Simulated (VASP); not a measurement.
# MgS (P-6m2) in VASP: a series of runs

The runs below take MgS through single point, with HF, PBEsol-based global hybrid with 25 % exact exchange.

Everything below comes from runs of VASP 6.6.1. Logs are shortened: lines on timing, memory, paths and dates and some standing lists are left out, and cuts for length are marked.

## 1. The cell of the first run

The structure is hexagonal, space group P-6m2 (No. 187). Conventional cell: a = 3.611 Å, b = 3.611 Å, c = 3.305 Å, α = 90.00°, β = 90.00°, γ = 120.00°. Mg (site symmetry -6m2) has 6 S at 2.66 Å and 8 Mg at 3.31 to 3.61 Å within 3.7 Å. Within 3.7 Å of S (site symmetry -6m2) lie 6 Mg at 2.66 Å and 8 S at 3.31 to 3.61 Å.

## 2. Single point, HF

Contents of POSCAR:

```
MgS
1.0
    3.6109100000      0.0000000000      0.0000000000
   -1.8054500000      3.1271400000      0.0000000000
    0.0000000000      0.0000000000      3.3052600000
Mg S
1 1
Direct
    0.0000000000      0.0000000000      0.5000000000
    0.6666700000      0.3333300000      0.0000000000
```

Contents of INCAR.step1:

```
ALGO = Normal ; EDIFF = 1E-5
ENCUT = 520 ; GGA = PE
ISIF = 2 ; ISMEAR = -1
LASPH = T ; LREAL = F
LWAVE = T ; NBANDS = 11
NELM = 60 ; PREC = Accurate
SIGMA = 0.05
```

Contents of INCAR.step2:

```
AEXX = 1.0 ; AGGAC = 0.0
ALDAC = 0.0 ; ALGO = Normal
EDIFF = 1E-7 ; ENCUT = 520
GGA = PE ; ISIF = 2
ISMEAR = -1 ; ISTART = 1
LASPH = T ; LCHARG = T
LELF = T ; LHFCALC = T
LREAL = F ; LVHAR = T
LWAVE = F ; NBANDS = 11
NELM = 60 ; PREC = Accurate
PRECFOCK = Normal ; SIGMA = 0.05
```

Contents of KPOINTS:

```
k-points
0
Gamma
  5 5 4
```

Potentials or basis: VASP PAW PBE potentials, release 64 (Mg, S).

Started as:

```sh
$ cat potpaw_PBE.64/Mg/POTCAR potpaw_PBE.64/S/POTCAR > POTCAR
$ cp INCAR.step1 INCAR
$ mpirun -np 1 vasp_std > vasp.out
$ cp INCAR.step2 INCAR
$ mpirun -np 1 vasp_std > vasp.out
```

OUTCAR:

```text
AEXX = 1.0
   EDIFF = 1E-7
   ENCUT = 520
   GGA = PE
   ISIF = 2
   ISMEAR = -1
   ISTART = 1
   LASPH = T
   LHFCALC = T
   LREAL = F
   NELM = 60
   PREC = Accurate
   PRECFOCK = Normal

 ion  position               nearest neighbor table
   1  0.000  0.000  0.500-   2 2.66   2 2.66   2 2.66   2 2.66   2 2.66   2 2.66
   2  0.667  0.333  0.000-   1 2.66   1 2.66   1 2.66   1 2.66   1 2.66   1 2.66

  LATTYP: Found a hexagonal cell.
 ALAT       =     3.6109100000
 C/A-ratio  =     0.9153537474

  Lattice vectors:

 A1 = (   3.6109100000,   0.0000000000,   0.0000000000)
 A2 = (  -1.8054500000,   3.1271400000,   0.0000000000)
 A3 = (   0.0000000000,   0.0000000000,   3.3052600000)

Analysis of symmetry for initial positions (statically):
=====================================================================
 Subroutine PRICEL returns:
 Original cell was already a primitive cell.

 Routine SETGRP: Setting up the symmetry group for a
 hexagonal supercell.

 Subroutine GETGRP returns: Found  4 space group operations
 (whereof  4 operations were pure point group operations)
 out of a pool of 24 trial point group operations.

The static configuration has the point symmetry C_2v.

Analysis of symmetry for dynamics (positions and initial velocities):
=====================================================================
 Subroutine PRICEL returns:
 Original cell was already a primitive cell.

 Routine SETGRP: Setting up the symmetry group for a
 hexagonal supercell.

 Subroutine GETGRP returns: Found  4 space group operations
 (whereof  4 operations were pure point group operations)
 out of a pool of 24 trial point group operations.

The dynamic configuration has the point symmetry C_2v.

 Subroutine INISYM returns: Found  4 space group operations
 (whereof  4 operations are pure point group operations),
 and found     1 'primitive' translations

----------------------------------------------------------------------------------------

                                     Primitive cell

  volume of cell :      37.3224

  direct lattice vectors                    reciprocal lattice vectors
     3.610910000  0.000000000  0.000000000     0.276938500  0.159890064  0.000000000
    -1.805450000  3.127140000  0.000000000     0.000000000  0.319781014  0.000000000
     0.000000000  0.000000000  3.305260000     0.000000000  0.000000000  0.302548060

  length of vectors
     3.610910000  3.610907681  3.305260000     0.319780809  0.319781014  0.302548060

  position of ions in fractional coordinates (direct lattice)
     0.000000000  0.000000000  0.500000000
     0.666670000  0.333330000  0.000000000

  ion indices of the primitive-cell ions
   primitive index   ion index
                 1           1
                 2           2

----------------------------------------------------------------------------------------

 KPOINTS: k-points

Automatic generation of k-mesh.
 Grid dimensions read from file:
 generate k-points for:    5    5    4

 Generating k-lattice:

  Cartesian coordinates                     Fractional coordinates (reciprocal lattice)
     0.055387700  0.031978013  0.000000000     0.200000000  0.000000000  0.000000000
     0.000000000  0.063956203  0.000000000     0.000000000  0.200000000  0.000000000
     0.000000000  0.000000000  0.075637015     0.000000000  0.000000000  0.250000000

  Length of vectors
     0.063956162  0.063956203  0.075637015

  Shift w.r.t. Gamma in fractional coordinates (k-lattice)
     0.000000000  0.000000000  0.000000000

 Subroutine IBZKPT returns following result:
 ===========================================

 Found     27 irreducible k-points:

 Following reciprocal coordinates:
            Coordinates               Weight
  0.000000  0.000000  0.000000      1.000000
  0.200000 -0.000000  0.000000      4.000000
 -0.200000  0.200000  0.000000      2.000000
  0.400000  0.000000  0.000000      4.000000
 -0.400000  0.400000  0.000000      2.000000
  0.200000  0.200000  0.000000      2.000000
[... 16 lines left out ...]
 -0.400000  0.400000  0.500000      2.000000
  0.200000  0.200000  0.500000      2.000000
 [... further k-points ...]
   k-points           NKPTS =     27   k-points in BZ     NKDIM =    100   number of bands    NBANDS=     11
   number of dos      NEDOS =    301   number of ions     NIONS =      2
   total plane-waves  NPLWV =  21952
   dimension x,y,z NGX =    28 NGY =   28 NGZ =   28
   dimension x,y,z NGXF=    56 NGYF=   56 NGZF=   56
   ions per type =               1   1
   NGX,Y,Z   is equivalent  to a cutoff of  12.89, 12.89, 14.08 a.u.
   NGXF,Y,Z  is equivalent  to a cutoff of  25.78, 25.78, 28.17 a.u.
 SYSTEM =  unknown system
   PREC   = accura    normal or accurate (medium, high low for compatibility)
   ISTART =      1    job   : 0-new  1-cont  2-samecut
   ICHARG =      0    charge: 1-file 2-atom 10-const
   ISPIN  =      1    spin polarized calculation?
   LNONCOLLINEAR =      F non collinear calculations
   LSORBIT =      F    spin-orbit coupling
   LASPH  =      T    aspherical Exc in radial PAW
   ENCUT  =  520.0 eV  38.22 Ry    6.18 a.u.   6.71  6.71  6.15*2*pi/ulx,y,z
   NELM   =     60;   NELMIN=  2; NELMDL=  0     # of ELM steps
   EDIFF  = 0.1E-06   stopping-criterion for ELM
   LREAL  =      F    real-space projection
   EDIFFG = 0.1E-05   stopping-criterion for IOM
   NSW    =      0    number of steps for IOM
   IBRION =     -1    ionic relax: 0-MD 1-quasi-New 2-CG
   NFREE  =      0    steps in history (QN), initial steepest desc. (CG)
   ISIF   =      2    stress and relaxation
   ISYM   =      3    0-nonsym 1-usesym 2-fastsym
   POTIM  = 0.5000    time-step for ionic-motion
   TEBEG  =    0.0;   TEEND  =   0.0 temperature during run
   PSTRESS=    0.0 pullay stress
   NELECT =       8.0000    total number of electrons
   NUPDOWN=      -1.0000    fix difference up-down
   EMIN   =  10.00;   EMAX   =-10.00  energy-range for DOS
   EFERMI =   0.00;   METHOD = LEGACY
   ISMEAR =    -1;   SIGMA  =   0.05  broadening in eV -4-tet -1-fermi 0-gaus
   EFERMI_NEDOS =   21; number of points for ismear=-14 and -15
   IALGO  =     38    algorithm
   IMIX   =      1    mixing-type and parameters
     AMIX     =   0.40;   BMIX     =  1.00
     AMIX_MAG =   1.60;   BMIX_MAG =  1.00
  volume/ion in A,a.u.               =      18.66       125.93
  Fermi-wavevector in a.u.,A,eV,Ry     =   0.979749  1.851458 13.060350  0.959909
  Thomas-Fermi vector in A             =   2.110626
   LORBIT       =      0    0 simple, 1 ext, 2 COOP (PROOUT), +10 PAW based schemes
   GGA     = PE    functional components
   LHFCALC =     T    Hartree Fock is set to
   PRECFOCK=normal    Normal, Fast or Accurate (Low or Medium for compatibility)
   ENCUT4O =  -1.0   cutoff for four orbital integrals eV
   NKREDX  =     1    reduce k-point grid by
   NKREDY  =     1    reduce k-point grid by
   NKREDZ  =     1    reduce k-point grid by
   AEXX    =    1.0000 exact exchange contribution
   HFSCREEN=    0.0000 screening length (either q_TF or 0.3 A-1)
   HFSCREENC=   0.0000 screening length for correlation (either q_TF or 0.3 A-1)
   ENCUTFOCK=  -1.0 apply spherical cutoff to Coloumb kernel
   IVDW    =     0    specifies the selected vdW correction
   LEPSILON=     F    determine dielectric tensor
   LRPA    =     F    only Hartree local field effects (RPA)
 non-spin polarized calculation
  energy-cutoff  :      520.00
  volume of cell :       37.32
 maximum number of plane-waves:      1032
  NGX = 24; NGY = 24; NGZ = 20

 number of electron       8.0000000 magnetization

 Free energy of the ion-electron system (eV)
  ---------------------------------------------------
  ext. energy  EPLUGINS =         0.00000000
  ---------------------------------------------------
  free energy    TOTEN  =       -13.70312881 eV

  energy without entropy =      -13.70312881  energy(sigma->0) =      -13.70312881

 E-fermi :   2.2151     XC(G=0):   0.0000

 val. band max:        1.0914325480   @ k =   0.0000   0.0000   0.5000
 cond. band min:       9.6316847180   @ k =   0.4000   0.0000   0.5000
 fundamental gap:      8.5402521700
 Fermi energy:         2.2150791151

 k-point     1 :       0.0000    0.0000    0.0000
  band No.  band energies     occupation
      1     -17.0764      2.00000
      2       0.0408      2.00000
      3       0.1127      2.00000
      4       0.1127      2.00000
      5      10.6220      0.00000
      6      14.1282      0.00000
      7      16.0208      0.00000
      8      16.0209      0.00000
      9      20.6489      0.00000
     10      24.3046      0.00000
     11      24.4540      0.00000

 k-point     2 :       0.2000   -0.0000    0.0000
  band No.  band energies     occupation
      1     -16.6519      2.00000
      2      -2.3218      2.00000
      3      -0.3946      2.00000
      4       0.3392      2.00000
      5      11.9013      0.00000
      6      14.1318      0.00000
      7      16.2971      0.00000
      8      17.6808      0.00000
      9      20.6959      0.00000
     10      22.9472      0.00000
     11      23.5331      0.00000

 k-point     3 :      -0.2000    0.2000    0.0000
  band No.  band energies     occupation
      1     -16.6519      2.00000
      2      -2.3218      2.00000
      3      -0.3946      2.00000
      4       0.3392      2.00000
      5      11.9013      0.00000
      6      14.1319      0.00000
      7      16.2971      0.00000
      8      17.6808      0.00000
      9      20.6959      0.00000
     10      22.9472      0.00000
     11      23.5332      0.00000

 k-point     4 :       0.4000    0.0000    0.0000
  band No.  band energies     occupation
      1     -15.8097      2.00000
      2      -5.2647      2.00000
      3      -1.0908      2.00000
      4       0.8829      2.00000
      5      11.5505      0.00000
      6      15.0956      0.00000
      7      18.0278      0.00000
      8      18.2445      0.00000
      9      21.2273      0.00000
     10      22.5499      0.00000
     11      23.0027      0.00000

 k-point     5 :      -0.4000    0.4000    0.0000
  band No.  band energies     occupation
      1     -15.8097      2.00000
      2      -5.2647      2.00000
      3      -1.0908      2.00000
      4       0.8829      2.00000
      5      11.5505      0.00000
      6      15.0956      0.00000
      7      18.0278      0.00000
      8      18.2445      0.00000
      9      21.2273      0.00000
     10      22.5499      0.00000
     11      23.0027      0.00000
[... 211 lines left out ...]
 k-point    21 :      -0.2000    0.2000    0.5000
  band No.  band energies     occupation
      1     -15.2768      2.00000
      2      -5.7570      2.00000
      3      -0.9297      2.00000
      4       0.6339      2.00000
      5      12.7655      0.00000
      6      15.5306      0.00000
      7      16.4704      0.00000
      8      18.1322      0.00000
      9      18.5086      0.00000
     10      20.0375      0.00000
     11      22.8009      0.00000

 k-point    22 :       0.4000    0.0000    0.5000
  band No.  band energies     occupation
      1     -14.5770      2.00000
      2      -4.6308      2.00000
      3      -3.5059      2.00000
      4      -0.0063      2.00000
      5       9.6317      0.00000
      6      14.4613      0.00000
      7      15.4093      0.00000
      8      17.4091      0.00000
      9      22.3908      0.00000
     10      24.2375      0.00000
     11      26.2739      0.00000

 k-point    23 :      -0.4000    0.4000    0.5000
  band No.  band energies     occupation
      1     -14.5770      2.00000
      2      -4.6308      2.00000
      3      -3.5060      2.00000
      4      -0.0063      2.00000
      5       9.6317      0.00000
      6      14.4614      0.00000
      7      15.4093      0.00000
      8      17.4091      0.00000
      9      22.3908      0.00000
     10      24.2375      0.00000
     11      26.2739      0.00000

 k-point    24 :       0.2000    0.2000    0.5000
  band No.  band energies     occupation
      1     -14.7288      2.00000
      2      -4.8837      2.00000
      3      -2.6332      2.00000
      4      -0.5717      2.00000
      5      10.7079      0.00000
      6      13.6252      0.00000
      7      16.7205      0.00000
      8      18.2911      0.00000
      9      20.8136      0.00000
     10      22.7199      0.00000
     11      24.2626      0.00000

 [... further k-points ...]

------------------------ aborting loop because EDIFF is reached ----------------------------------------

  FORCE on cell =-STRESS in cart. coord.  units (eV):
  Direction    XX          YY          ZZ          XY          YZ          ZX
  --------------------------------------------------------------------------------------
  -------------------------------------------------------------------------------------
  Total        0.4996786      0.4996739      0.4574334     -0.0000033      0.0000000      0.0000000
  in kB       21.4502181     21.4500183     19.6367137     -0.0001412      0.0000000      0.0000000
  external PRESSURE =      20.8456500 kB  Pullay stress =       0.0000000 kB

 VOLUME and BASIS-vectors are now :
 -----------------------------------------------------------------------------
  energy-cutoff  :      520.00
  volume of cell :       37.32
      direct lattice vectors                 reciprocal lattice vectors
     3.610910000  0.000000000  0.000000000     0.276938500  0.159890064  0.000000000
    -1.805450000  3.127140000  0.000000000     0.000000000  0.319781014  0.000000000
     0.000000000  0.000000000  3.305260000     0.000000000  0.000000000  0.302548060

 POSITION                                       TOTAL-FORCE (eV/Angst)
 -----------------------------------------------------------------------------------
      0.00000      0.00000      1.65263         0.000038     -0.000022      0.000000
      1.80547      1.04237      0.00000        -0.000038      0.000022      0.000000
 -----------------------------------------------------------------------------------
    total drift:                               -0.000004     -0.000007     -0.000000

  FREE ENERGIE OF THE ION-ELECTRON SYSTEM (eV)
  ---------------------------------------------------
  free  energy   TOTEN  =       -13.7031288062 eV

  energy  without entropy=      -13.7031288062  energy(sigma->0) =      -13.70312881
```

It took 14 min on 1 thread of Intel Xeon Platinum 8259CL at 2.50GHz (Skylake/Cascade Lake), shared host; peak memory 0.17 GiB.

What came out:

- Free energy: -13.7031 eV
- Pressure: 2.1 GPa
- Band gap on the k mesh: 8.54 eV (least direct gap 9.64 eV)

Caveat: the k points lie up to 0.48 Å⁻¹ apart; the PAW data sets were made with another functional, which shifts forces and pressure a little; an odd mesh through Γ misses points on the zone boundary, where band edges can lie.

(Part 1 of 2 ends here.)
